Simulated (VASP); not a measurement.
# Au (Pm-3m) in VASP: further runs

The runs below take Au through single point, with PBE.

Program: VASP 6.6.1. These are calculated values, not measurements. Logs are shortened: lines on timing, memory, paths and dates and some standing lists are left out, and cuts for length are marked.

**1. The cell of the first run**

The structure is cubic, space group Pm-3m (No. 221). Conventional cell: a = 2.748 Å, b = 2.748 Å, c = 2.748 Å, α = 90.00°, β = 90.00°, γ = 90.00°. Au (site symmetry m-3m) has 6 Au at 2.75 Å within 3.6 Å.

**2. Single point, PBE**

Contents of INCAR:

```
SYSTEM = Au
PREC = Accurate
ENCUT = 520
EDIFF = 1E-6
ISMEAR = 0
SIGMA = 0.013000000000000001
LREAL = .False.
LASPH = .True.
NELM = 60
ALGO = Fast
ISIF = 2
LWAVE = .False.
LCHARG = .False.
GGA = PE
NBANDS = 12
```

Contents of KPOINTS:

```
Automatic mesh
0
Gamma
  10 10 10
  0 0 0
```

Contents of POSCAR:

```
Au
1.0
    2.7484100000      0.0000000000      0.0000000000
    0.0000000000      2.7484100000      0.0000000000
    0.0000000000      0.0000000000      2.7484100000
Au
1
Direct
    0.5000000000      0.5000000000      0.5000000000
```

Potentials or basis: VASP PAW PBE potentials, release 64 (Au).

Started as:

```
$ cat potpaw_PBE.64/Au/POTCAR > POTCAR
$ mpirun -np 1 vasp_std > vasp.out
```

OUTCAR:

```text
SYSTEM = Au
   PREC = Accurate
   ENCUT = 520
   EDIFF = 1E-6
   ISMEAR = 0
   LREAL = .False.
   LASPH = .True.
   NELM = 60
   ISIF = 2
   GGA = PE

 ion  position               nearest neighbor table
   1  0.500  0.500  0.500-

  LATTYP: Found a simple cubic cell.
 ALAT       =     2.7484100000

  Lattice vectors:

 A1 = (   2.7484100000,   0.0000000000,   0.0000000000)
 A2 = (   0.0000000000,   2.7484100000,   0.0000000000)
 A3 = (   0.0000000000,   0.0000000000,   2.7484100000)

Analysis of symmetry for initial positions (statically):
=====================================================================
 Subroutine PRICEL returns:
 Original cell was already a primitive cell.

 Routine SETGRP: Setting up the symmetry group for a
 simple cubic supercell.

 Subroutine GETGRP returns: Found 48 space group operations
[... 9 lines left out ...]

 Routine SETGRP: Setting up the symmetry group for a
 simple cubic supercell.

 Subroutine GETGRP returns: Found 48 space group operations
[... 11 lines left out ...]
                                     Primitive cell

  volume of cell :      20.7608

  direct lattice vectors                    reciprocal lattice vectors
     2.748410000  0.000000000  0.000000000     0.363846733  0.000000000  0.000000000
     0.000000000  2.748410000  0.000000000     0.000000000  0.363846733  0.000000000
     0.000000000  0.000000000  2.748410000     0.000000000  0.000000000  0.363846733

  length of vectors
     2.748410000  2.748410000  2.748410000     0.363846733  0.363846733  0.363846733

  position of ions in fractional coordinates (direct lattice)
     0.500000000  0.500000000  0.500000000

  ion indices of the primitive-cell ions
   primitive index   ion index
                 1           1

----------------------------------------------------------------------------------------

 KPOINTS: Automatic mesh

Automatic generation of k-mesh.
 Grid dimensions read from file:
 generate k-points for:   10   10   10

 Generating k-lattice:

  Cartesian coordinates                     Fractional coordinates (reciprocal lattice)
     0.036384673  0.000000000  0.000000000     0.100000000  0.000000000  0.000000000
     0.000000000  0.036384673  0.000000000     0.000000000  0.100000000  0.000000000
     0.000000000  0.000000000  0.036384673     0.000000000  0.000000000  0.100000000

  Length of vectors
     0.036384673  0.036384673  0.036384673

  Shift w.r.t. Gamma in fractional coordinates (k-lattice)
[... 57 lines left out ...]
   NFREE  =      0    steps in history (QN), initial steepest desc. (CG)
   ISIF   =      2    stress and relaxation
   ISYM   =      2    0-nonsym 1-usesym 2-fastsym
   POTIM  = 0.5000    time-step for ionic-motion
   TEBEG  =    0.0;   TEEND  =   0.0 temperature during run
   PSTRESS=    0.0 pullay stress
   NELECT =      11.0000    total number of electrons
   NUPDOWN=      -1.0000    fix difference up-down
   EMIN   =  10.00;   EMAX   =-10.00  energy-range for DOS
   EFERMI =   0.00;   METHOD = LEGACY
   ISMEAR =     0;   SIGMA  =   0.01  broadening in eV -4-tet -1-fermi 0-gaus
   EFERMI_NEDOS =   21; number of points for ismear=-14 and -15
   IALGO  =     68    algorithm
   IMIX   =      4    mixing-type and parameters
     AMIX     =   0.40;   BMIX     =  1.00
     AMIX_MAG =   1.60;   BMIX_MAG =  1.00
  volume/ion in A,a.u.               =      20.76       140.10
  Fermi-wavevector in a.u.,A,eV,Ry     =   1.324720  2.503358 23.876646  1.754884
  Thomas-Fermi vector in A             =   2.454234
   LORBIT       =      0    0 simple, 1 ext, 2 COOP (PROOUT), +10 PAW based schemes
   GGA     = PE    functional components
   LHFCALC =     F    Hartree Fock is set to
   AEXX    =    0.0000 exact exchange contribution
   IVDW    =     0    specifies the selected vdW correction
   LEPSILON=     F    determine dielectric tensor
   LRPA    =     F    only Hartree local field effects (RPA)
 non-spin polarized calculation
 RMM-DIIS sequential band-by-band and
 Gauss-broadening in eV      SIGMA  =   0.01
  energy-cutoff  :      520.00
  volume of cell :       20.76
 maximum number of plane-waves:       587
   NGX = 11   NGY = 11   NGZ = 11

 number of electron      10.9999996 magnetization

 Free energy of the ion-electron system (eV)
  ---------------------------------------------------
  ext. energy  EPLUGINS =         0.00000000
  ---------------------------------------------------
  free energy    TOTEN  =        -3.01153638 eV

  energy without entropy =       -3.01142614  energy(sigma->0) =       -3.01148126

 E-fermi :   6.3287     XC(G=0): -11.4227

 val. band max:        6.1791225740   @ k =   0.4000   0.3000   0.0000
 cond. band min:       6.3376043462   @ k =   0.4000   0.2000   0.2000
 fundamental gap:      0.1584817722
 Fermi energy:         6.3287114316

 k-point     1 :       0.0000    0.0000    0.0000
  band No.  band energies     occupation
      1      -1.4733      2.00000
      2       0.6771      2.00000
      3       0.6771      2.00000
      4       4.8366      2.00000
      5       4.8366      2.00000
      6       4.8366      2.00000
      7      20.1113      0.00000
      8      20.1113      0.00000
      9      20.1113      0.00000
     10      24.9194      0.00000
     11      27.3525      0.00000
     12      27.3525      0.00000
[... 331 lines left out ...]
 k-point    24 :       0.3000    0.1000    0.1000
  band No.  band energies     occupation
      1       0.4812      2.00000
      2       1.2292      2.00000
      3       2.6248      2.00000
      4       3.6777      2.00000
      5       3.9778      2.00000
      6       4.6296      2.00000
      7      13.1530      0.00000
      8      20.7751      0.00000
      9      21.4499      0.00000
     10      25.2043      0.00000
     11      27.7792      0.00000
     12      30.3640      0.00000

 [... further k-points ...]

------------------------ aborting loop because EDIFF is reached ----------------------------------------

  FORCE on cell =-STRESS in cart. coord.  units (eV):
  Direction    XX          YY          ZZ          XY          YZ          ZX
  --------------------------------------------------------------------------------------
  -------------------------------------------------------------------------------------
  Total        0.0062464      0.0062464      0.0062464      0.0000000      0.0000000     -0.0000000
  in kB        0.4820528      0.4820528      0.4820528      0.0000000      0.0000000     -0.0000000
  external PRESSURE =       0.4820528 kB  Pullay stress =       0.0000000 kB

 VOLUME and BASIS-vectors are now :
 -----------------------------------------------------------------------------
  energy-cutoff  :      520.00
  volume of cell :       20.76
      direct lattice vectors                 reciprocal lattice vectors
     2.748410000  0.000000000  0.000000000     0.363846733  0.000000000  0.000000000
     0.000000000  2.748410000  0.000000000     0.000000000  0.363846733  0.000000000
     0.000000000  0.000000000  2.748410000     0.000000000  0.000000000  0.363846733

 POSITION                                       TOTAL-FORCE (eV/Angst)
 -----------------------------------------------------------------------------------
      1.37420      1.37420      1.37420         0.000000      0.000000      0.000000
 -----------------------------------------------------------------------------------
    total drift:                               -0.000000      0.000000     -0.000000

  FREE ENERGIE OF THE ION-ELECTRON SYSTEM (eV)
  ---------------------------------------------------
  free  energy   TOTEN  =        -3.0115363830 eV

  energy  without entropy=       -3.0114261401  energy(sigma->0) =       -3.01148126
```

OSZICAR:

```text
N       E                     dE             d eps       ncg     rms          rms(c)
DAV:   1     0.496791003132E+02    0.49679E+02   -0.54918E+03  1360   0.808E+02
DAV:   2    -0.257725718314E+01   -0.52256E+02   -0.49267E+02  1568   0.181E+02
DAV:   3    -0.328490577423E+01   -0.70765E+00   -0.70706E+00  1572   0.205E+01
DAV:   4    -0.328741391337E+01   -0.25081E-02   -0.25081E-02  1532   0.142E+00
DAV:   5    -0.328743736913E+01   -0.23456E-04   -0.23456E-04  1592   0.136E-01    0.643E+00
RMM:   6    -0.302124585769E+01    0.26619E+00   -0.37389E-01  1346   0.497E+00    0.450E+00
RMM:   7    -0.301359435503E+01    0.76515E-02   -0.16522E-02  1396   0.125E+00    0.258E+00
RMM:   8    -0.301152213100E+01    0.20722E-02   -0.16620E-03  1446   0.368E-01    0.189E-01
RMM:   9    -0.301152987366E+01   -0.77427E-05   -0.20474E-04  1488   0.109E-01    0.439E-02
RMM:  10    -0.301153525804E+01   -0.53844E-05   -0.33957E-05  1467   0.414E-02    0.225E-02
RMM:  11    -0.301153631931E+01   -0.10613E-05   -0.82629E-06  1336   0.186E-02    0.331E-03
RMM:  12    -0.301153638299E+01   -0.63680E-07   -0.13160E-06  1133   0.797E-03
   1 F= -.30115364E+01 E0= -.30114813E+01  d E =-.110243E-03
```

stdout:

```text
POSCAR found type information on POSCAR Au
 POSCAR found :  1 types and       1 ions
 scaLAPACK will be used
 LDA part: xc-table for (Slater+PW92), standard interpolation
 POSCAR, INCAR and KPOINTS ok, starting setup
 FFT: planning ... GRIDC
 FFT: planning ... GRID_SOFT
 FFT: planning ... GRID
 WAVECAR not read
 entering main loop
```

It took 13 s on 1 thread of Intel Xeon 8259CL, shared host; peak memory 0.13 GiB.

Results:

```yaml
Free_energy: -3.0115 eV
Pressure: 0.0 GPa
```

Caveat: spin-orbit coupling is left out, which moves the levels of the heavy elements.

**3. Single point, PBE**

Contents of INCAR:

```
SYSTEM = Au
ALGO = Normal
EDIFF = 1E-6
ENCUT = 520
GGA = PE
ISIF = 2
ISMEAR = 0
LASPH = .True.
LCHARG = .False.
LREAL = .False.
LWAVE = .False.
NBANDS = 12
NELM = 80
PREC = Accurate
SIGMA = 0.014
```

Contents of KPOINTS:

```
k-points
0
Gamma
  10 10 10
  0 0 0
```

POSCAR is that of step 2.

Potentials or basis: VASP PAW PBE potentials, release 64 (Au).

Started as:

```
$ cat potpaw_PBE.64/Au/POTCAR > POTCAR
$ mpirun -np 1 vasp_std > vasp.out
```

OUTCAR:

```text
SYSTEM = Au
   EDIFF = 1E-6
   ENCUT = 520
   GGA = PE
   ISIF = 2
   ISMEAR = 0
   LASPH = .True.
   LREAL = .False.
   NELM = 80
   PREC = Accurate

 ion  position               nearest neighbor table
   1  0.500  0.500  0.500-

  LATTYP: Found a simple cubic cell.
 ALAT       =     2.7484100000

  Lattice vectors:

 A1 = (   2.7484100000,   0.0000000000,   0.0000000000)
 A2 = (   0.0000000000,   2.7484100000,   0.0000000000)
 A3 = (   0.0000000000,   0.0000000000,   2.7484100000)

Analysis of symmetry for initial positions (statically):
=====================================================================
 Subroutine PRICEL returns:
 Original cell was already a primitive cell.

 Routine SETGRP: Setting up the symmetry group for a
 simple cubic supercell.

 Subroutine GETGRP returns: Found 48 space group operations
[... 9 lines left out ...]

 Routine SETGRP: Setting up the symmetry group for a
 simple cubic supercell.

 Subroutine GETGRP returns: Found 48 space group operations
[... 11 lines left out ...]
                                     Primitive cell

  volume of cell :      20.7608

  direct lattice vectors                    reciprocal lattice vectors
     2.748410000  0.000000000  0.000000000     0.363846733  0.000000000  0.000000000
     0.000000000  2.748410000  0.000000000     0.000000000  0.363846733  0.000000000
     0.000000000  0.000000000  2.748410000     0.000000000  0.000000000  0.363846733

  length of vectors
     2.748410000  2.748410000  2.748410000     0.363846733  0.363846733  0.363846733

  position of ions in fractional coordinates (direct lattice)
     0.500000000  0.500000000  0.500000000

  ion indices of the primitive-cell ions
   primitive index   ion index
                 1           1

----------------------------------------------------------------------------------------

 KPOINTS: k-points

[... 90 lines left out ...]
  Thomas-Fermi vector in A             =   2.454234
   LORBIT       =      0    0 simple, 1 ext, 2 COOP (PROOUT), +10 PAW based schemes
   GGA     = PE    functional components
   LHFCALC =     F    Hartree Fock is set to
   AEXX    =    0.0000 exact exchange contribution
   IVDW    =     0    specifies the selected vdW correction
   LEPSILON=     F    determine dielectric tensor
   LRPA    =     F    only Hartree local field effects (RPA)
 non-spin polarized calculation
 Gauss-broadening in eV      SIGMA  =   0.01
  energy-cutoff  :      520.00
  volume of cell :       20.76
 maximum number of plane-waves:       587
   NGX = 11   NGY = 11   NGZ = 11

 number of electron      10.9999996 magnetization

 Free energy of the ion-electron system (eV)
  ---------------------------------------------------
  ext. energy  EPLUGINS =         0.00000000
  ---------------------------------------------------
  free energy    TOTEN  =        -3.01154477 eV

  energy without entropy =       -3.01142605  energy(sigma->0) =       -3.01148541

 E-fermi :   6.3280     XC(G=0): -11.4227

 val. band max:        6.1791273272   @ k =   0.4000   0.3000   0.0000
 cond. band min:       6.3376060571   @ k =   0.4000   0.2000   0.2000
 fundamental gap:      0.1584787298
 Fermi energy:         6.3280290723

 k-point     1 :       0.0000    0.0000    0.0000
  band No.  band energies     occupation
      1      -1.4733      2.00000
      2       0.6770      2.00000
      3       0.6770      2.00000
      4       4.8366      2.00000
      5       4.8366      2.00000
      6       4.8366      2.00000
      7      20.1113      0.00000
      8      20.1113      0.00000
      9      20.1113      0.00000
     10      24.9196      0.00000
     11      27.3526      0.00000
     12      27.3526      0.00000
[... 331 lines left out ...]
 k-point    24 :       0.3000    0.1000    0.1000
  band No.  band energies     occupation
      1       0.4812      2.00000
      2       1.2292      2.00000
      3       2.6248      2.00000
      4       3.6777      2.00000
      5       3.9778      2.00000
      6       4.6296      2.00000
      7      13.1531      0.00000
      8      20.7751      0.00000
      9      21.4499      0.00000
     10      25.2043      0.00000
     11      27.7792      0.00000
     12      30.3640      0.00000

 [... further k-points ...]

------------------------ aborting loop because EDIFF is reached ----------------------------------------

  FORCE on cell =-STRESS in cart. coord.  units (eV):
  Direction    XX          YY          ZZ          XY          YZ          ZX
  --------------------------------------------------------------------------------------
  -------------------------------------------------------------------------------------
  Total        0.0070673      0.0070673      0.0070673      0.0000000      0.0000000     -0.0000000
  in kB        0.5454063      0.5454063      0.5454063      0.0000000      0.0000000     -0.0000000
  external PRESSURE =       0.5454063 kB  Pullay stress =       0.0000000 kB

 VOLUME and BASIS-vectors are now :
 -----------------------------------------------------------------------------
  energy-cutoff  :      520.00
  volume of cell :       20.76
      direct lattice vectors                 reciprocal lattice vectors
     2.748410000  0.000000000  0.000000000     0.363846733  0.000000000  0.000000000
     0.000000000  2.748410000  0.000000000     0.000000000  0.363846733  0.000000000
     0.000000000  0.000000000  2.748410000     0.000000000  0.000000000  0.363846733

 POSITION                                       TOTAL-FORCE (eV/Angst)
 -----------------------------------------------------------------------------------
      1.37420      1.37420      1.37420         0.000000      0.000000      0.000000
 -----------------------------------------------------------------------------------
    total drift:                               -0.000000      0.000000     -0.000000

  FREE ENERGIE OF THE ION-ELECTRON SYSTEM (eV)
  ---------------------------------------------------
  free  energy   TOTEN  =        -3.0115447726 eV

  energy  without entropy=       -3.0114260495  energy(sigma->0) =       -3.01148541
```

OSZICAR:

```text
N       E                     dE             d eps       ncg     rms          rms(c)
DAV:   1     0.496790867452E+02    0.49679E+02   -0.54918E+03  1360   0.808E+02
DAV:   2    -0.257728277821E+01   -0.52256E+02   -0.49267E+02  1568   0.181E+02
DAV:   3    -0.328491317804E+01   -0.70763E+00   -0.70704E+00  1572   0.205E+01
DAV:   4    -0.328742131517E+01   -0.25081E-02   -0.25080E-02  1532   0.142E+00
DAV:   5    -0.328744477073E+01   -0.23456E-04   -0.23456E-04  1592   0.136E-01    0.643E+00
DAV:   6    -0.302183165479E+01    0.26561E+00   -0.88487E-01  1400   0.714E+00    0.456E+00
DAV:   7    -0.301373979213E+01    0.80919E-02   -0.14441E-02  1528   0.987E-01    0.255E+00
DAV:   8    -0.301154773968E+01    0.21921E-02   -0.12517E-03  1464   0.248E-01    0.732E-02
DAV:   9    -0.301153886152E+01    0.88782E-05   -0.12530E-04  1512   0.862E-02    0.106E-02
DAV:  10    -0.301154480665E+01   -0.59451E-05   -0.42226E-06  1560   0.193E-02    0.343E-03
DAV:  11    -0.301154477260E+01    0.34040E-07   -0.40604E-07   800   0.496E-03
   1 F= -.30115448E+01 E0= -.30114854E+01  d E =-.118723E-03
```

Wall time 12 s (1 thread of Intel Xeon 8259CL, shared host); peak memory 0.13 GiB.

Results:

```
Free energy : -3.0115 eV
Pressure    : 0.1 GPa
```

Levels at points of the mesh, in eV from the Fermi level:
| k point | band 3 | band 4 | band 5 | band 6 | band 7 | band 8 |
| --- | --- | --- | --- | --- | --- | --- |
| (0.00, 0.00, 0.00) | -5.65 | -1.49 | -1.49 | -1.49 | 13.78 | 13.78 |
| (0.50, 0.00, 0.00) | -2.91 | -2.91 | -1.36 | -0.47 | 1.99 | 16.27 |
| (0.50, 0.50, 0.00) | -2.66 | -2.66 | -0.35 | 3.79 | 3.79 | 6.32 |
| (0.50, 0.50, 0.50) | -4.92 | -0.26 | -0.26 | 8.35 | 8.35 | 8.35 |

Caveat: spin-orbit coupling is left out, which moves the levels of the heavy elements.
